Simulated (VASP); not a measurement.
# Pb (Pm-3m) in VASP: single point with PBEsol

Aim: the single point of Pb with PBEsol.

All numbers are computed with VASP 6.6.1; they aren't measurements. Logs are shortened: lines on timing, memory, paths and dates and some standing lists are left out, and cuts for length are marked.

### Step 1. The cell of the first run

It takes space group Pm-3m (No. 221, cubic). Conventional cell: a = 5.050 Å, b = 5.050 Å, c = 5.050 Å, α = 90.00°, β = 90.00°, γ = 90.00°.

### Step 2. Single point, PBEsol

Input file INCAR:

```
  PREC = Accurate
  ENCUT = 520
  EDIFF = 1E-6
  ISMEAR = -1
  SIGMA = 0.1
  LREAL = F
  LASPH = T
  NELM = 60
  ALGO = Normal
  ISIF = 2
  LWAVE = F
  LCHARG = T
  GGA = PS
  LELF = T
  LVHAR = T
  NBANDS = 13
```

Input file KPOINTS:

```
regular mesh
0
Gamma
  5 5 5
```

Input file POSCAR:

```
Pb
1.0
    5.0498580000      0.0000000000      0.0000000000
    0.0000000000      5.0498580000      0.0000000000
    0.0000000000      0.0000000000      5.0498580000
Pb
1
Direct
    0.0000000000      0.0000000000      0.0000000000
```

Potentials or basis: VASP PAW PBE potentials, release 64 (Pb_d).

The run is started by

```console
> cat potpaw_PBE.64/Pb_d/POTCAR > POTCAR
> mpirun -np 1 vasp_std > vasp.out
```

OUTCAR:

```text
PREC = Accurate
   ENCUT = 520
   EDIFF = 1E-6
   ISMEAR = -1
   LREAL = F
   LASPH = T
   NELM = 60
   ISIF = 2
   GGA = PS

 ion  position               nearest neighbor table
   1  0.000  0.000  0.000-

  LATTYP: Found a simple cubic cell.
 ALAT       =     5.0498580000

  Lattice vectors:

 A1 = (   5.0498580000,   0.0000000000,   0.0000000000)
 A2 = (   0.0000000000,   5.0498580000,   0.0000000000)
 A3 = (   0.0000000000,   0.0000000000,   5.0498580000)

Analysis of symmetry for initial positions (statically):
=====================================================================
 Subroutine PRICEL returns:
 Original cell was already a primitive cell.

 Routine SETGRP: Setting up the symmetry group for a
 simple cubic supercell.

 Subroutine GETGRP returns: Found 48 space group operations
 (whereof 48 operations were pure point group operations)
 out of a pool of 48 trial point group operations.

The static configuration has the point symmetry O_h .

Analysis of symmetry for dynamics (positions and initial velocities):
=====================================================================
 Subroutine PRICEL returns:
 Original cell was already a primitive cell.

 Routine SETGRP: Setting up the symmetry group for a
 simple cubic supercell.

 Subroutine GETGRP returns: Found 48 space group operations
 (whereof 48 operations were pure point group operations)
 out of a pool of 48 trial point group operations.

The dynamic configuration has the point symmetry O_h .

 Subroutine INISYM returns: Found 48 space group operations
 (whereof 48 operations are pure point group operations),
 and found     1 'primitive' translations

----------------------------------------------------------------------------------------

                                     Primitive cell

  volume of cell :     128.7768

  direct lattice vectors                    reciprocal lattice vectors
     5.049858000  0.000000000  0.000000000     0.198025370  0.000000000  0.000000000
     0.000000000  5.049858000  0.000000000     0.000000000  0.198025370  0.000000000
     0.000000000  0.000000000  5.049858000     0.000000000  0.000000000  0.198025370

  length of vectors
     5.049858000  5.049858000  5.049858000     0.198025370  0.198025370  0.198025370

  position of ions in fractional coordinates (direct lattice)
     0.000000000  0.000000000  0.000000000

  ion indices of the primitive-cell ions
   primitive index   ion index
                 1           1

----------------------------------------------------------------------------------------

 KPOINTS: regular mesh

Automatic generation of k-mesh.
 Grid dimensions read from file:
 generate k-points for:    5    5    5

 Generating k-lattice:

  Cartesian coordinates                     Fractional coordinates (reciprocal lattice)
     0.039605074  0.000000000  0.000000000     0.200000000  0.000000000  0.000000000
     0.000000000  0.039605074  0.000000000     0.000000000  0.200000000  0.000000000
     0.000000000  0.000000000  0.039605074     0.000000000  0.000000000  0.200000000

  Length of vectors
     0.039605074  0.039605074  0.039605074

  Shift w.r.t. Gamma in fractional coordinates (k-lattice)
     0.000000000  0.000000000  0.000000000

 Subroutine IBZKPT returns following result:
 ===========================================

 Found     10 irreducible k-points:

 Following reciprocal coordinates:
            Coordinates               Weight
  0.000000  0.000000  0.000000      1.000000
  0.200000  0.000000  0.000000      6.000000
  0.400000  0.000000  0.000000      6.000000
  0.200000  0.200000  0.000000     12.000000
  0.400000  0.200000  0.000000     24.000000
  0.400000  0.400000  0.000000     12.000000
  0.200000  0.200000  0.200000      8.000000
  0.400000  0.200000  0.200000     24.000000
  0.400000  0.400000  0.200000     24.000000
  0.400000  0.400000  0.400000      8.000000
   k-points           NKPTS =     10   k-points in BZ     NKDIM =     10   number of bands    NBANDS=     13
   number of dos      NEDOS =    301   number of ions     NIONS =      1
   total plane-waves  NPLWV =  64000
   dimension x,y,z NGX =    40 NGY =   40 NGZ =   40
   dimension x,y,z NGXF=    80 NGYF=   80 NGZF=   80
   ions per type =               1
   NGX,Y,Z   is equivalent  to a cutoff of  13.17, 13.17, 13.17 a.u.
   NGXF,Y,Z  is equivalent  to a cutoff of  26.34, 26.34, 26.34 a.u.
 SYSTEM =  unknown system
   PREC   = accura    normal or accurate (medium, high low for compatibility)
   ISTART =      0    job   : 0-new  1-cont  2-samecut
   ICHARG =      2    charge: 1-file 2-atom 10-const
   ISPIN  =      1    spin polarized calculation?
   LNONCOLLINEAR =      F non collinear calculations
   LSORBIT =      F    spin-orbit coupling
   LASPH  =      T    aspherical Exc in radial PAW
   ENCUT  =  520.0 eV  38.22 Ry    6.18 a.u.   9.39  9.39  9.39*2*pi/ulx,y,z
   NELM   =     60;   NELMIN=  2; NELMDL= -5     # of ELM steps
   EDIFF  = 0.1E-05   stopping-criterion for ELM
   LREAL  =      F    real-space projection
   EDIFFG = 0.1E-04   stopping-criterion for IOM
   NSW    =      0    number of steps for IOM
   IBRION =     -1    ionic relax: 0-MD 1-quasi-New 2-CG
   NFREE  =      0    steps in history (QN), initial steepest desc. (CG)
   ISIF   =      2    stress and relaxation
   ISYM   =      2    0-nonsym 1-usesym 2-fastsym
   POTIM  = 0.5000    time-step for ionic-motion
   TEBEG  =    0.0;   TEEND  =   0.0 temperature during run
   PSTRESS=    0.0 pullay stress
   NELECT =      14.0000    total number of electrons
   NUPDOWN=      -1.0000    fix difference up-down
   EMIN   =  10.00;   EMAX   =-10.00  energy-range for DOS
   EFERMI =   0.00;   METHOD = LEGACY
   ISMEAR =    -1;   SIGMA  =   0.10  broadening in eV -4-tet -1-fermi 0-gaus
   EFERMI_NEDOS =   21; number of points for ismear=-14 and -15
   IALGO  =     38    algorithm
   IMIX   =      4    mixing-type and parameters
     AMIX     =   0.40;   BMIX     =  1.00
     AMIX_MAG =   1.60;   BMIX_MAG =  1.00
  volume/ion in A,a.u.               =     128.78       869.03
  Fermi-wavevector in a.u.,A,eV,Ry     =   0.781337  1.476513  8.306185  0.610487
  Thomas-Fermi vector in A             =   1.884834
   LORBIT       =      0    0 simple, 1 ext, 2 COOP (PROOUT), +10 PAW based schemes
   GGA     = PS    functional components
   LHFCALC =     F    Hartree Fock is set to
   AEXX    =    0.0000 exact exchange contribution
   IVDW    =     0    specifies the selected vdW correction
   LEPSILON=     F    determine dielectric tensor
   LRPA    =     F    only Hartree local field effects (RPA)
 non-spin polarized calculation
  energy-cutoff  :      520.00
  volume of cell :      128.78
 maximum number of plane-waves:      3485
 NGX is ok and might be reduce to    40
   NGX = 19   NGY = 19   NGZ = 19

 number of electron      14.0000003 magnetization

 Free energy of the ion-electron system (eV)
  ---------------------------------------------------
  ext. energy  EPLUGINS =         0.00000000
  ---------------------------------------------------
  free energy    TOTEN  =        -1.31740161 eV

  energy without entropy =       -1.21535617  energy(sigma->0) =       -1.26637889

 E-fermi :  -1.2896     XC(G=0):  -4.9212

 val. band max:       -1.3968765217   @ k =   0.4000   0.4000   0.2000
 cond. band min:      -1.2825666095   @ k =   0.4000   0.4000   0.4000
 fundamental gap:      0.1143099122
 Fermi energy:        -1.2896471060

 k-point     1 :       0.0000    0.0000    0.0000
  band No.  band energies     occupation
      1     -18.7924      2.00000
      2     -18.7924      2.00000
      3     -18.7899      2.00000
      4     -18.7899      2.00000
      5     -18.7899      2.00000
      6      -9.7543      2.00000
      7      -0.2507      0.00006
      8      -0.2507      0.00006
      9      -0.2507      0.00006
     10       1.1640      0.00000
     11       3.9361      0.00000
     12       3.9361      0.00000
     13       7.8251      0.00000

 k-point     2 :       0.2000    0.0000    0.0000
  band No.  band energies     occupation
      1     -18.7923      2.00000
      2     -18.7907      2.00000
      3     -18.7903      2.00000
      4     -18.7903      2.00000
      5     -18.7899      2.00000
      6      -9.7171      2.00000
      7      -1.0740      0.20752
      8      -0.1797      0.00003
      9      -0.1797      0.00003
     10       1.8142      0.00000
     11       4.1236      0.00000
     12       4.6584      0.00000
     13       6.6587      0.00000

 k-point     3 :       0.4000    0.0000    0.0000
  band No.  band energies     occupation
      1     -18.7923      2.00000
      2     -18.7909      2.00000
      3     -18.7909      2.00000
      4     -18.7899      2.00000
      5     -18.7880      2.00000
      6      -9.6543      2.00000
      7      -1.8516      1.99277
      8      -0.0558      0.00001
      9      -0.0558      0.00001
     10       2.5353      0.00000
     11       4.4393      0.00000
     12       4.5800      0.00000
     13       5.9667      0.00000
[... 81 lines left out ...]
 k-point     9 :       0.4000    0.4000    0.2000
  band No.  band energies     occupation
      1     -18.7919      2.00000
      2     -18.7912      2.00000
      3     -18.7912      2.00000
      4     -18.7884      2.00000
      5     -18.7857      2.00000
      6      -9.5263      2.00000
      7      -1.4526      1.67208
      8      -1.3969      1.49007
      9      -0.5159      0.00087
     10       2.7629      0.00000
     11       4.2960      0.00000
     12       4.5262      0.00000
     13       5.5389      0.00000

 k-point    10 :       0.4000    0.4000    0.4000
  band No.  band energies     occupation
      1     -18.7919      2.00000
      2     -18.7919      2.00000
      3     -18.7919      2.00000
      4     -18.7857      2.00000
      5     -18.7857      2.00000
      6      -9.4701      2.00000
      7      -1.2826      0.96461
      8      -1.2178      0.65563
      9      -1.2178      0.65563
     10       3.1109      0.00000
     11       3.5104      0.00000
     12       3.5104      0.00000
     13       5.2105      0.00000

------------------------ aborting loop because EDIFF is reached ----------------------------------------

  FORCE on cell =-STRESS in cart. coord.  units (eV):
  Direction    XX          YY          ZZ          XY          YZ          ZX
  --------------------------------------------------------------------------------------
  -------------------------------------------------------------------------------------
  Total       -1.7025676     -1.7025676     -1.7025676      0.0000000     -0.0000000      0.0000000
  in kB      -21.1825113    -21.1825113    -21.1825113      0.0000000     -0.0000000      0.0000000
  external PRESSURE =     -21.1825113 kB  Pullay stress =       0.0000000 kB

 VOLUME and BASIS-vectors are now :
 -----------------------------------------------------------------------------
  energy-cutoff  :      520.00
  volume of cell :      128.78
      direct lattice vectors                 reciprocal lattice vectors
     5.049858000  0.000000000  0.000000000     0.198025370  0.000000000  0.000000000
     0.000000000  5.049858000  0.000000000     0.000000000  0.198025370  0.000000000
     0.000000000  0.000000000  5.049858000     0.000000000  0.000000000  0.198025370

 POSITION                                       TOTAL-FORCE (eV/Angst)
 -----------------------------------------------------------------------------------
      0.00000      0.00000      0.00000         0.000000      0.000000      0.000000
 -----------------------------------------------------------------------------------
    total drift:                               -0.000000     -0.000000      0.000000

  FREE ENERGIE OF THE ION-ELECTRON SYSTEM (eV)
  ---------------------------------------------------
  free  energy   TOTEN  =        -1.3174016062 eV

  energy  without entropy=       -1.2153561718  energy(sigma->0) =       -1.26637889
```

Wall time 16 s (1 thread of Intel Xeon 6975P-C (Granite Rapids), shared host); peak memory 0.23 GiB.

Results:

```
Free energy            : -1.3174 eV
Pressure               : -2.1 GPa
Band gap on the k mesh : zero (band 7 reaches -0.25 eV, above the bottom of band 8 at -1.49 eV)
```

Caveat: the PAW data sets were made with another functional, which shifts forces and pressure a little; spin-orbit coupling is left out, which moves the levels of the heavy elements.
